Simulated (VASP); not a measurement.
A run of VASP 6.6.1 is set up as follows.

File INCAR:

```
  PREC = Accurate
  ENCUT = 520
  EDIFF = 1E-6
  ISMEAR = 0
  SIGMA = 0.05
  LREAL = F
  LASPH = T
  NELM = 60
  ALGO = Normal
  ISIF = 2
  LWAVE = F
  LCHARG = F
  NBANDS = 6
```

KPOINTS

```
Automatic mesh
0
Gamma
  10 10 26
```

Contents of POSCAR:

```
H
1.0
    2.7821206758      0.0000000000      0.0000000000
    0.0000000000      2.7821206758      0.0000000000
    0.0000000000      0.0000000000      1.0050052430
H
1
Direct
    0.0000000000      0.0000000000      0.5000000000
```

Potentials or basis: VASP PAW LDA potentials, release 64 (H).

Command:

```console
$ cat potpaw_LDA.64/H/POTCAR > POTCAR
$ mpirun -np 1 vasp_std > vasp.out
```

(1) What does it give for the pressure?

Results:

(1) -1.4 GPa.

Caveat: the cell differs from its parent crystal (strain +0.050 along x and y, +0.025 along z).
